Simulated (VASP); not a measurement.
Si2W: single point with PBEsol

The system is Si2W.

```xyz
9
Lattice="4.8049 0.0000 0.0000 -2.4024 3.9630 0.0000 0.0000 0.0000 6.6033" Properties=species:S:1:pos:R:3 pbc="T T T"
Si    2.4024    2.6646    3.3017
Si   -1.2217    3.3138    5.5028
Si    1.2217    3.3138    1.1006
Si    0.0000    1.2984    3.3017
Si    3.6242    0.6492    5.5028
Si    1.1807    0.6492    1.1006
W    -1.2012    1.9815    1.1006
W     1.2012    1.9815    5.5028
W     2.4024    0.0000    3.3017
```

This cell differs from its parent crystal: strain +0.0500 x Voigt [1, 0, 0, 0, 0, 0].

```json
{
 "Program": "VASP 6.6.1",
 "Task": "single point",
 "Functional": "PBEsol",
 "Potentials or basis": "VASP PAW PBE potentials, release 64 (Si, W_sv)",
 "Cutoff": "520 eV",
 "k mesh": "12 × 12 × 6",
 "Occupations": "gaussian, width 0.15 eV",
 "Spin": "no spin polarisation",
 "Dipole correction": "no",
 "Further INCAR settings": "ALGO = Normal; EDIFF = 1e-06; NBANDS = 43"
}
```

```json
{"Pressure": "-9.2 GPa", "Largest force": "0.085 eV/Å", "Band gap on the k mesh": "zero (bands 33 and 34 overlap by 0.08 eV)"}
```

Forces in eV/Å, atoms in the order of the input:
```
Si   0.000 -0.085  0.000
Si  -0.035  0.057  0.019
Si   0.035  0.057 -0.019
Si   0.000  0.085  0.000
Si   0.035 -0.057  0.019
Si  -0.035 -0.057 -0.019
W    0.000  0.000  0.041
W    0.000  0.000 -0.041
W    0.000  0.000  0.000
```

Stress tensor (GPa, compression positive):
```
-17.98   0.00   0.00
  0.00  -3.02   0.00
  0.00   0.00  -6.46
```

Levels at points of the mesh, in eV from the Fermi level:
```tsv
k point	band 29	band 30	band 31	band 32	band 33	band 34	band 35	band 36	band 37	band 38
(0.00, 0.00, 0.00)	-3.37	-3.21	-2.93	-2.55	-0.81	1.71	2.16	2.25	2.26	2.27
(0.50, 0.00, 0.00)	-2.44	-2.11	-1.53	-1.14	-0.64	0.05	0.65	0.76	0.96	1.60
(0.00, 0.50, 0.00)	-2.20	-2.14	-1.48	-0.99	-0.52	0.10	0.87	1.02	1.14	1.90
(0.00, 0.00, 0.50)	-2.91	-2.60	-2.59	-0.53	-0.49	1.79	1.81	2.01	2.15	2.25
(0.50, 0.00, 0.50)	-3.05	-2.69	-2.09	-1.37	0.12	0.53	1.12	1.27	1.41	1.55
(0.00, 0.50, 0.50)	-3.00	-2.91	-1.80	-1.22	0.06	0.70	1.05	1.51	1.52	1.95
```

Run time: 5.2 min on 1 thread of Intel(R) Xeon(R) 6975P-C (Granite Rapids), on a shared host, peak memory 0.74 GiB.

Caveat: the cell differs from its parent crystal (strain +0.0500 x Voigt [1, 0, 0, 0, 0, 0]); the cell stands under tension; the PAW data sets were made with another functional, which shifts forces and pressure a little; spin-orbit coupling is left out, which moves the levels of the heavy elements.
